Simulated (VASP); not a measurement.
Write the native input for VASP 6.6.1 that does the following.

- Task: electric field gradients
- Functional: PBEsol
- Potentials or basis: VASP PAW PBE potentials, release 64 (Ti_sv, Co)
- Cutoff: 520 eV
- k mesh: 11 × 11 × 11
- Occupations: fermi-dirac, width 0.03 eV
- Spin: collinear spin, ferrimagnetic start
- Starting moments: [-1.0, 2.0] μB
- Dipole correction: no
- Further INCAR settings: ALGO = Normal; EDIFF = 1e-08; NBANDS = 22

The structure of TiCo lies in POSCAR:

```
TiCo
1.0
    2.9861109900      0.0000000000      0.0000000000
    0.0000000000      2.9861109900      0.0000000000
    0.0000000000      0.0000000000      2.9861109900
Ti Co
1 1
Direct
    0.0000000000      0.0000000000      0.0000000000
    0.5000000000      0.5000000000      0.5000000000
```

These files were run (other wordings do the same):

INCAR

```
SYSTEM = TiCo
PREC = Accurate
ENCUT = 520
EDIFF = 1E-8
ISMEAR = -1
SIGMA = 0.03
LREAL = .False.
LASPH = .True.
NELM = 150
ALGO = Normal
ISIF = 2
LWAVE = .False.
LCHARG = .False.
ISPIN = 2
MAGMOM = -1 2
LORBIT = 11
LMAXMIX = 4
GGA = PS
LEFG = .True.
NBANDS = 22
```

KPOINTS

```
Automatic mesh
0
Gamma
  11 11 11
  0 0 0
```

Potentials or basis: VASP PAW PBE potentials, release 64 (Ti_sv, Co).

Launch:

```sh
$ cat potpaw_PBE.64/Ti_sv/POTCAR potpaw_PBE.64/Co/POTCAR > POTCAR
$ mpirun -np 1 vasp_std > vasp.out
```

It gave:

- Pressure: -7.8 GPa
- Net moment: 0.83 μB per cell
- Site moments: Ti -0.02; Co +0.88 μB
- Largest electric field gradient by atom: zero within the noise of the run
- Valence electrons inside the program's atomic spheres: Ti 10.29; Co 8.29

Caveat: the cell stands under tension; the PAW data sets were made with another functional, which shifts forces and pressure a little.

Wall time 70 s on 1 thread of Intel Xeon 8259CL, with other jobs on the host, peak memory 0.19 GiB.
